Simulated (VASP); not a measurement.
**NaI: single point with HSE06**

The system is NaI.

```
CELL_PARAMETERS angstrom
4.11569 0.00000 0.00000
0.00000 4.04054 0.00000
0.00000 0.00000 4.04054
ATOMIC_POSITIONS crystal
Na 0.00000 0.00000 0.00000
I 0.50000 0.50000 0.50000
```

This cell differs from its parent crystal: uniaxial x strain +1.9%.

```json
{
  "Program": "VASP 6.6.1",
  "Task": "single point",
  "Functional": "HSE06",
  "Potentials or basis": "VASP PAW PBE potentials, release 64 (Na_pv, I)",
  "Cutoff": "520 eV",
  "k mesh": "4 × 4 × 4",
  "Occupations": "gaussian, width 0.01 eV",
  "Spin": "no spin polarisation",
  "Dipole correction": "no",
  "Grid for exact exchange (PRECFOCK)": "Normal",
  "Further INCAR settings": "ALGO = Normal; EDIFF = 1e-06; NBANDS = 14",
  "Share of exact exchange": "0.25",
  "Screening parameter": "0.2079 1/Å"
}
```

The pressure is -0.1 GPa and the band gap on the k mesh is 3.15 eV (least direct gap 3.65 eV).

Stress tensor (GPa, compression positive):
```
-0.72  0.00  0.00
 0.00  0.18  0.00
 0.00  0.00  0.18
```

Levels at points of the mesh, in eV from the valence-band top:
| k point | band 5 | band 6 | band 7 | band 8 | band 9 | band 10 |
| --- | --- | --- | --- | --- | --- | --- |
| (0.00, 0.00, 0.00) | -0.84 | -0.66 | -0.66 | 3.15 | 6.46 | 6.58 |
| (0.50, 0.00, 0.00) | -3.43 | -0.35 | -0.35 | 5.57 | 7.29 | 8.05 |
| (0.00, 0.50, 0.00) | -3.44 | -0.47 | -0.31 | 5.50 | 7.29 | 8.05 |
| (0.50, 0.50, 0.00) | -2.80 | -2.72 | 0.00 | 3.65 | 8.02 | 9.27 |
| (0.00, 0.50, 0.50) | -2.75 | -2.75 | -0.12 | 3.73 | 7.89 | 9.18 |
| (0.50, 0.50, 0.50) | -2.27 | -2.27 | -2.19 | 5.06 | 5.06 | 5.07 |

It took 12 min on 1 thread of AMD EPYC 7R43 64-Core Processor (Zen 3) (shared host), peak memory 0.25 GiB.

Caveat: the cell differs from its parent crystal (uniaxial x strain +1.9%); the PAW data sets were made with another functional, which shifts forces and pressure a little; spin-orbit coupling is left out, which moves the levels of the heavy elements. A k mesh can miss the band edges.
